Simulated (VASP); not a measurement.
# Si (Fddd) in VASP: further runs

The runs below take Si through single point, with r2SCAN.

All numbers are computed with VASP 6.6.1; they aren't measurements. Logs are shortened: lines on timing, memory, paths and dates and some standing lists are left out, and cuts for length are marked.

### Step 1. The cell of the first run

Symmetry: Fddd, No. 70, orthorhombic system. The conventional cell has a = 5.335 Å, b = 5.444 Å, c = 5.553 Å, α = 90.00°, β = 90.00°, γ = 90.00°. Si (site symmetry 222) has 4 Si at 2.36 Å within 3.1 Å.

### Step 2. Single point, r2SCAN (strain -0.0200 x Voigt [1, -1, 0, 0, 0, 0])

POSCAR

```
Si
1.0
    0.0000000000      2.7765474481      2.7221053413
    2.6676632345      0.0000000000      2.7221053413
    2.6676632345      2.7765474481      0.0000000000
Si
2
Direct
    0.5000000000      0.5000000000      0.5000000000
    0.7500000000      0.7500000000      0.7500000000
```

INCAR.step1

```
PREC = Accurate
ENCUT = 520
ISMEAR = 0
SIGMA = 0.05
LREAL = F
LASPH = T
NELM = 80
NBANDS = 11
GGA = PE
ALGO = Normal
EDIFF = 1E-4
LWAVE = T
LCHARG = F
```

INCAR.step2

```
PREC = Accurate
ENCUT = 520
EDIFF = 1E-6
ISMEAR = 0
SIGMA = 0.05
LREAL = F
LASPH = T
NELM = 80
ALGO = Normal
ISIF = 2
LWAVE = F
LCHARG = F
METAGGA = R2SCAN
LMIXTAU = T
NBANDS = 11
ISTART = 1
```

KPOINTS

```
regular mesh
0
Gamma
  8 8 8
```

Potentials or basis: VASP PAW PBE potentials, release 64 (Si).

The run is started by

```sh
$ cat potpaw_PBE.64/Si/POTCAR > POTCAR
$ cp INCAR.step1 INCAR
$ mpirun -np 1 vasp_std > vasp.out
$ cp INCAR.step2 INCAR
$ mpirun -np 1 vasp_std > vasp.out
```

OUTCAR:

```text
PREC = Accurate
   ENCUT = 520
   EDIFF = 1E-6
   ISMEAR = 0
   LREAL = F
   LASPH = T
   NELM = 80
   ISIF = 2
   METAGGA = R2SCAN
   ISTART = 1

 ion  position               nearest neighbor table
   1  0.500  0.500  0.500-   2 2.36   2 2.36   2 2.36   2 2.36
   2  0.750  0.750  0.750-   1 2.36   1 2.36   1 2.36   1 2.36

  LATTYP: Found a face centered orthorhombic cell.
 ALAT       =     5.3353264690
 B/A-ratio  =     1.0204081633
 C/A-ratio  =     1.0408163265

  Lattice vectors:

 A1 = (   0.0000000000,   2.7765474481,  -2.7221053413)
 A2 = (   2.6676632345,   2.7765474481,   0.0000000000)
 A3 = (   2.6676632345,   0.0000000000,  -2.7221053413)

Analysis of symmetry for initial positions (statically):
=====================================================================
 Subroutine PRICEL returns:
 Original cell was already a primitive cell.

 Routine SETGRP: Setting up the symmetry group for a
 face centered orthorhombic supercell.

 Subroutine GETGRP returns: Found  8 space group operations
 (whereof  4 operations were pure point group operations)
 out of a pool of  8 trial point group operations.

The static configuration has the point symmetry D_2 .
 The point group associated with its full space group is D_2h.

Analysis of symmetry for dynamics (positions and initial velocities):
=====================================================================
 Subroutine PRICEL returns:
 Original cell was already a primitive cell.

 Routine SETGRP: Setting up the symmetry group for a
 face centered orthorhombic supercell.

 Subroutine GETGRP returns: Found  8 space group operations
 (whereof  4 operations were pure point group operations)
 out of a pool of  8 trial point group operations.

The dynamic configuration has the point symmetry D_2 .
 The point group associated with its full space group is D_2h.

 Subroutine INISYM returns: Found  8 space group operations
 (whereof  4 operations are pure point group operations),
 and found     1 'primitive' translations

----------------------------------------------------------------------------------------

                                     Primitive cell

  volume of cell :      40.3247

  direct lattice vectors                    reciprocal lattice vectors
     0.000000000  2.776547448  2.722105341    -0.187429955  0.180079761  0.183681356
     2.667663234  0.000000000  2.722105341     0.187429955 -0.180079761  0.183681356
     2.667663234  2.776547448  0.000000000     0.187429955  0.180079761 -0.183681356

  length of vectors
     3.888325246  3.811336330  3.850408143     0.318272758  0.318272758  0.318272758

  position of ions in fractional coordinates (direct lattice)
     0.500000000  0.500000000  0.500000000
     0.750000000  0.750000000  0.750000000

  ion indices of the primitive-cell ions
   primitive index   ion index
                 1           1
                 2           2

----------------------------------------------------------------------------------------

 KPOINTS: regular mesh

Automatic generation of k-mesh.
 Grid dimensions read from file:
 generate k-points for:    8    8    8

 Generating k-lattice:

  Cartesian coordinates                     Fractional coordinates (reciprocal lattice)
    -0.023428744  0.022509970  0.022960169     0.125000000  0.000000000  0.000000000
     0.023428744 -0.022509970  0.022960169     0.000000000  0.125000000  0.000000000
     0.023428744  0.022509970 -0.022960169     0.000000000  0.000000000  0.125000000

  Length of vectors
     0.039784095  0.039784095  0.039784095

  Shift w.r.t. Gamma in fractional coordinates (k-lattice)
     0.000000000  0.000000000  0.000000000

 Subroutine IBZKPT returns following result:
 ===========================================

 Found     95 irreducible k-points:

 Following reciprocal coordinates:
            Coordinates               Weight
  0.000000  0.000000  0.000000      1.000000
  0.125000 -0.000000 -0.000000      8.000000
  0.250000 -0.000000 -0.000000      8.000000
  0.375000 -0.000000  0.000000      8.000000
  0.500000 -0.000000 -0.000000      4.000000
  0.125000  0.125000  0.000000      2.000000
[... 16 lines left out ...]
  0.250000 -0.000000  0.125000      8.000000
  0.375000 -0.000000  0.125000      8.000000
 [... further k-points ...]
   k-points           NKPTS =     95   k-points in BZ     NKDIM =     95   number of bands    NBANDS=     11
   number of dos      NEDOS =    301   number of ions     NIONS =      2
   total plane-waves  NPLWV =  25200
   dimension x,y,z NGX =    30 NGY =   28 NGZ =   30
   dimension x,y,z NGXF=    60 NGYF=   56 NGZF=   60
   ions per type =               2
   NGX,Y,Z   is equivalent  to a cutoff of  12.83, 12.21, 12.95 a.u.
   NGXF,Y,Z  is equivalent  to a cutoff of  25.65, 24.43, 25.91 a.u.
 SYSTEM =  unknown system
   PREC   = accura    normal or accurate (medium, high low for compatibility)
   ISTART =      1    job   : 0-new  1-cont  2-samecut
[... 23 lines left out ...]
   EFERMI_NEDOS =   21; number of points for ismear=-14 and -15
   IALGO  =     38    algorithm
   IMIX   =      4    mixing-type and parameters
     AMIX     =   0.40;   BMIX     =  1.00
     AMIX_MAG =   1.60;   BMIX_MAG =  1.00
  volume/ion in A,a.u.               =      20.16       136.06
  Fermi-wavevector in a.u.,A,eV,Ry     =   0.954805  1.804319 12.403775  0.911652
  Thomas-Fermi vector in A             =   2.083585
   LORBIT       =      0    0 simple, 1 ext, 2 COOP (PROOUT), +10 PAW based schemes
   METAGGA = R2SCAN    functional components
   LHFCALC =     F    Hartree Fock is set to
   AEXX    =    0.0000 exact exchange contribution
   IVDW    =     0    specifies the selected vdW correction
   LEPSILON=     F    determine dielectric tensor
   LRPA    =     F    only Hartree local field effects (RPA)
 non-spin polarized calculation
 Gauss-broadening in eV      SIGMA  =   0.05
  energy-cutoff  :      520.00
  volume of cell :       40.32
 maximum number of plane-waves:      1110
 NGX is ok and might be reduce to    30
   NGX = 15   NGY = 15   NGZ = 15

 number of electron       8.0000000 magnetization

 Free energy of the ion-electron system (eV)
  ---------------------------------------------------
  ext. energy  EPLUGINS =         0.00000000
  ---------------------------------------------------
  free energy    TOTEN  =       -17.53638954 eV

  energy without entropy =      -17.53638954  energy(sigma->0) =      -17.53638954

 E-fermi :   6.0128     XC(G=0):  -9.8273

 val. band max:        5.8173506402   @ k =   0.0000   0.0000   0.0000
 cond. band min:       6.3042366644   @ k =   0.0000   0.3750   0.3750
 fundamental gap:      0.4868860242
 Fermi energy:         6.0127531030

 k-point     1 :       0.0000    0.0000    0.0000
  band No.  band energies     occupation
      1      -6.8068      2.00000
      2       5.5167      2.00000
      3       5.6763      2.00000
      4       5.8174      2.00000
      5       8.3477      0.00000
      6       8.4316      0.00000
      7       8.5103      0.00000
      8       9.5534      0.00000
      9      13.4634      0.00000
     10      14.1123      0.00000
     11      14.3411      0.00000

 k-point     2 :       0.1250   -0.0000   -0.0000
  band No.  band energies     occupation
      1      -6.5931      2.00000
      2       4.0314      2.00000
      3       5.2679      2.00000
      4       5.4718      2.00000
      5       8.4230      0.00000
      6       8.8499      0.00000
      7       8.9250      0.00000
      8      10.8684      0.00000
      9      13.0625      0.00000
     10      13.5668      0.00000
     11      15.1300      0.00000

 k-point     3 :       0.2500   -0.0000   -0.0000
  band No.  band energies     occupation
      1      -5.9697      2.00000
      2       1.6128      2.00000
      3       4.7359      2.00000
      4       5.0047      2.00000
      5       7.9803      0.00000
      6       9.3876      0.00000
      7       9.4806      0.00000
      8      13.0637      0.00000
      9      13.2835      0.00000
     10      13.4017      0.00000
     11      15.3837      0.00000
[... 267 lines left out ...]
 k-point    23 :       0.2500   -0.0000    0.1250
  band No.  band energies     occupation
      1      -6.0493      2.00000
      2       2.3254      2.00000
      3       4.3149      2.00000
      4       4.4250      2.00000
      5       8.1958      0.00000
      6       9.6435      0.00000
      7      10.4499      0.00000
      8      10.7228      0.00000
      9      13.5420      0.00000
     10      14.4586      0.00000
     11      16.4264      0.00000

 k-point    24 :       0.3750   -0.0000    0.1250
  band No.  band energies     occupation
      1      -5.2030      2.00000
      2       0.2080      2.00000
      3       3.6461      2.00000
      4       4.1468      2.00000
      5       8.3256      0.00000
      6       9.4298      0.00000
      7      10.5455      0.00000
      8      11.7038      0.00000
      9      15.4359      0.00000
     10      15.6461      0.00000
     11      16.2320      0.00000

 [... further k-points ...]

------------------------ aborting loop because EDIFF is reached ----------------------------------------

  FORCE on cell =-STRESS in cart. coord.  units (eV):
  Direction    XX          YY          ZZ          XY          YZ          ZX
  --------------------------------------------------------------------------------------
  -------------------------------------------------------------------------------------
  Total        0.4665016     -0.6110761     -0.0260659      0.0000000      0.0000000      0.0000000
  in kB       18.5350037    -24.2792283     -1.0356501      0.0000000      0.0000000      0.0000000
  external PRESSURE =      -2.2599582 kB  Pullay stress =       0.0000000 kB

 VOLUME and BASIS-vectors are now :
 -----------------------------------------------------------------------------
  energy-cutoff  :      520.00
  volume of cell :       40.32
      direct lattice vectors                 reciprocal lattice vectors
     0.000000000  2.776547448  2.722105341    -0.187429955  0.180079761  0.183681356
     2.667663234  0.000000000  2.722105341     0.187429955 -0.180079761  0.183681356
     2.667663234  2.776547448  0.000000000     0.187429955  0.180079761 -0.183681356

 POSITION                                       TOTAL-FORCE (eV/Angst)
 -----------------------------------------------------------------------------------
      2.66766      2.77655      2.72211         0.000000      0.000000      0.000000
      4.00149      4.16482      4.08316        -0.000000     -0.000000     -0.000000
 -----------------------------------------------------------------------------------
    total drift:                                0.000000     -0.000000     -0.000000

  FREE ENERGIE OF THE ION-ELECTRON SYSTEM (eV)
  ---------------------------------------------------
  free  energy   TOTEN  =       -17.5363895354 eV

  energy  without entropy=      -17.5363895354  energy(sigma->0) =      -17.53638954
```

It took 3.3 min on 1 thread of Intel Xeon 8259CL, shared host; peak memory 0.18 GiB.

Results:

- Free energy: -17.5364 eV
- Pressure: -0.2 GPa
- Band gap on the k mesh: 0.49 eV (least direct gap 2.53 eV)

Stress tensor (GPa, compression positive):
```
 1.85  0.00  0.00
 0.00 -2.43  0.00
 0.00  0.00 -0.10
```

Caveat: the cell differs from its parent crystal (strain -0.0200 x Voigt [1, -1, 0, 0, 0, 0]); the PAW data sets were made with another functional, which shifts forces and pressure a little.

### Step 3. Single point, r2SCAN (strain +0.0100 x Voigt [1, -1, 0, 0, 0, 0])

POSCAR

```
Si
1.0
    0.0000000000      2.6948842879      2.7221053413
    2.7493263947      0.0000000000      2.7221053413
    2.7493263947      2.6948842879      0.0000000000
Si
2
Direct
    0.5000000000      0.5000000000      0.5000000000
    0.7500000000      0.7500000000      0.7500000000
```

INCAR.step1

```
ALGO = Normal ; EDIFF = 1E-4
ENCUT = 520 ; GGA = PE
ISMEAR = 0 ; LASPH = True
LCHARG = False ; LREAL = False
LWAVE = True ; NBANDS = 11
NELM = 80 ; PREC = Accurate
SIGMA = 0.05
```

INCAR.step2

```
ALGO = Normal ; EDIFF = 1E-6
ENCUT = 520 ; ISIF = 2
ISMEAR = 0 ; ISTART = 1
LASPH = True ; LCHARG = False
LMIXTAU = True ; LREAL = False
LWAVE = False ; METAGGA = R2SCAN
NBANDS = 11 ; NELM = 80
PREC = Accurate ; SIGMA = 0.05
```

KPOINTS

```
k-points
0
Gamma
  8 8 8
```

Potentials or basis: VASP PAW PBE potentials, release 64 (Si).

The run is started by

```sh
$ cat potpaw_PBE.64/Si/POTCAR > POTCAR
$ cp INCAR.step1 INCAR
$ mpirun -np 1 vasp_std > vasp.out
$ cp INCAR.step2 INCAR
$ mpirun -np 1 vasp_std > vasp.out
```

Wall time 2.1 min (1 thread of Intel Xeon 8259CL, shared host); peak memory 0.18 GiB.

The run converged. Its results:

```
Free energy            : -17.5445 eV
Pressure               : -0.2 GPa
Band gap on the k mesh : 0.66 eV (least direct gap 2.64 eV)
```

Stress tensor (GPa, compression positive):
```
-1.31  0.00  0.00
 0.00  0.83  0.00
 0.00  0.00 -0.20
```

Levels at points of the mesh, in eV from the valence-band top:
```tsv
k point	band 1	band 2	band 3	band 4	band 5	band 6	band 7	band 8
(0.00, 0.00, 0.00)	-12.55	-0.15	-0.07	0.00	2.64	2.68	2.72	3.82
(0.50, 0.00, 0.00)	-10.11	-7.31	-1.43	-1.25	1.77	3.46	3.59	8.26
(0.50, 0.50, 0.00)	-8.21	-8.21	-3.06	-3.06	0.86	0.86	10.66	10.66
(0.50, 0.00, 0.50)	-8.15	-8.15	-3.14	-3.14	0.78	0.78	10.70	10.70
(0.00, 0.50, 0.50)	-8.27	-8.27	-2.99	-2.99	0.94	0.94	10.73	10.73
```

Caveat: the cell differs from its parent crystal (strain +0.0100 x Voigt [1, -1, 0, 0, 0, 0]); the PAW data sets were made with another functional, which shifts forces and pressure a little.

### Step 4. Single point, r2SCAN (strain +0.0150 x Voigt [1, -1, 0, 0, 0, 0])

POSCAR

```
Si
1.0
    0.0000000000      2.6812737612      2.7221053413
    2.7629369214      0.0000000000      2.7221053413
    2.7629369214      2.6812737612      0.0000000000
Si
2
Direct
    0.5000000000      0.5000000000      0.5000000000
    0.7500000000      0.7500000000      0.7500000000
```

INCAR.step1

```
SYSTEM = Si
PREC = Accurate
ENCUT = 520
ISMEAR = 0
SIGMA = 0.05
LREAL = .False.
LASPH = .True.
NELM = 80
NBANDS = 11
GGA = PE
ALGO = Normal
EDIFF = 1E-4
LWAVE = .True.
LCHARG = .False.
```

INCAR.step2

```
SYSTEM = Si
PREC = Accurate
ENCUT = 520
EDIFF = 1E-7
ISMEAR = 0
SIGMA = 0.05
LREAL = .False.
LASPH = .True.
NELM = 80
ALGO = Normal
ISIF = 2
LWAVE = .False.
LCHARG = .False.
METAGGA = R2SCAN
LMIXTAU = .True.
NBANDS = 11
ISTART = 1
```

KPOINTS

```
regular mesh
0
Gamma
  8 8 8
  0 0 0
```

The run is started by

```sh
$ cat potpaw_PBE.64/Si/POTCAR > POTCAR
$ cp INCAR.step1 INCAR
$ mpirun -np 1 vasp_std > vasp.out
$ cp INCAR.step2 INCAR
$ mpirun -np 1 vasp_std > vasp.out
```

Wall time 2.1 min (1 thread of Intel Xeon 8259CL, shared host); peak memory 0.18 GiB.

The run converged. Its results:

| Property | Result |
| --- | --- |
| Free energy | -17.5411 eV |
| Pressure | -0.2 GPa |
| Band gap on the k mesh | 0.57 eV (least direct gap 2.59 eV) |

Stress tensor (GPa, compression positive):
```
-1.87  0.00  0.00
 0.00  1.34  0.00
 0.00  0.00 -0.16
```

Levels at points of the mesh, in eV from the valence-band top:
```
           k point  band 2  band 3  band 4  band 5  band 6  band 7
(0.00, 0.00, 0.00)   -0.23   -0.11    0.00    2.59    2.65    2.71
(0.50, 0.00, 0.00)   -7.34   -1.51   -1.25    1.72    3.39    3.60
(0.50, 0.50, 0.00)   -8.24   -3.10   -3.10    0.83    0.83   10.54
(0.50, 0.00, 0.50)   -8.15   -3.22   -3.22    0.70    0.70   10.63
(0.00, 0.50, 0.50)   -8.34   -2.98   -2.98    0.95    0.95   10.68
```

Caveat: the cell differs from its parent crystal (strain +0.0150 x Voigt [1, -1, 0, 0, 0, 0]); the PAW data sets were made with another functional, which shifts forces and pressure a little.

### Step 5. Single point, r2SCAN (strain +0.0050 x Voigt [1, -1, 0, 0, 0, 0])

POSCAR

```
Si
1.0
    0.0000000000      2.7084948146      2.7221053413
    2.7357158680      0.0000000000      2.7221053413
    2.7357158680      2.7084948146      0.0000000000
Si
2
Direct
    0.5000000000      0.5000000000      0.5000000000
    0.7500000000      0.7500000000      0.7500000000
```

INCAR.step1

```
PREC     = Accurate       # precision mode
ENCUT    = 520            # plane-wave cutoff, eV
ISMEAR   = 0              # smearing method
SIGMA    = 0.05           # smearing width, eV
LREAL    = False          # projectors in reciprocal space
LASPH    = True           # aspherical terms in the spheres
NELM     = 60             # most SCF steps
NBANDS   = 11             # bands
GGA      = PE             # functional
ALGO     = Normal         # electronic algorithm
EDIFF    = 1E-4           # SCF threshold, eV
LWAVE    = True           # write WAVECAR
LCHARG   = False          # write CHGCAR
```

INCAR.step2

```
PREC     = Accurate       # precision mode
ENCUT    = 520            # plane-wave cutoff, eV
EDIFF    = 1E-6           # SCF threshold, eV
ISMEAR   = 0              # smearing method
SIGMA    = 0.05           # smearing width, eV
LREAL    = False          # projectors in reciprocal space
LASPH    = True           # aspherical terms in the spheres
NELM     = 60             # most SCF steps
ALGO     = Normal         # electronic algorithm
ISIF     = 2              # what is computed and relaxed
LWAVE    = False          # write WAVECAR
LCHARG   = True           # write CHGCAR
METAGGA  = R2SCAN         # meta-GGA
LMIXTAU  = True         
LELF     = True           # ELF
LVHAR    = True         
NBANDS   = 11             # bands
ISTART   = 1
```

KPOINTS

```
Automatic mesh
0
Gamma
  8 8 8
```

The run is started by

```sh
$ cat potpaw_PBE.64/Si/POTCAR > POTCAR
$ cp INCAR.step1 INCAR
$ mpirun -np 1 vasp_std > vasp.out
$ cp INCAR.step2 INCAR
$ mpirun -np 1 vasp_std > vasp.out
```

Run time: 2.3 min. Hardware: 1 thread of Intel Xeon 8259CL, shared host; peak memory 0.18 GiB.

The run converged. Its results:

- Free energy: -17.5465 eV
- Pressure: -0.2 GPa
- Band gap on the k mesh: 0.74 eV (least direct gap 2.70 eV)

Stress tensor (GPa, compression positive):
```
-0.77  0.00  0.00
 0.00  0.30  0.00
 0.00  0.00 -0.22
```

Levels at points of the mesh, in eV from the valence-band top:
| k point | band 2 | band 3 | band 4 | band 5 | band 6 | band 7 |
| --- | --- | --- | --- | --- | --- | --- |
| (0.00, 0.00, 0.00) | -0.08 | -0.04 | 0.00 | 2.70 | 2.72 | 2.74 |
| (0.50, 0.00, 0.00) | -7.27 | -1.35 | -1.26 | 1.82 | 3.52 | 3.59 |
| (0.50, 0.50, 0.00) | -8.17 | -3.03 | -3.03 | 0.90 | 0.90 | 10.76 |
| (0.50, 0.00, 0.50) | -8.14 | -3.07 | -3.07 | 0.85 | 0.85 | 10.76 |
| (0.00, 0.50, 0.50) | -8.20 | -2.99 | -2.99 | 0.94 | 0.94 | 10.78 |

Caveat: the cell differs from its parent crystal (strain +0.0050 x Voigt [1, -1, 0, 0, 0, 0]); the PAW data sets were made with another functional, which shifts forces and pressure a little.

### Step 6. Overview

| cell | gap on the mesh (eV) | pressure (GPa) |
| --- | --- | --- |
| a = 3.888, b = 3.811, c = 3.850 Å, angles 61.0, 59.0, 60.0°, 2 atoms | 0.49 | -0.2 |
| a = 3.830, b = 3.869, c = 3.850 Å, angles 59.5, 60.5, 60.0°, 2 atoms | 0.66 | -0.2 |
| a = 3.821, b = 3.879, c = 3.850 Å, angles 59.3, 60.7, 60.0°, 2 atoms | 0.57 | -0.2 |
| a = 3.840, b = 3.859, c = 3.850 Å, angles 59.8, 60.2, 60.0°, 2 atoms | 0.74 | -0.2 |

Alike in all rows: task single point; level r2SCAN; potentials or basis VASP PAW PBE potentials, release 64 (Si); no spin polarisation; k mesh 8 × 8 × 8; cutoff (eV) 520; smearing gaussian 0.05 eV.

Caveats: the PAW data sets were made with another functional, which shifts forces and pressure a little.

Total energies depend on the potentials used, so only differences within one code and one set of settings carry meaning.
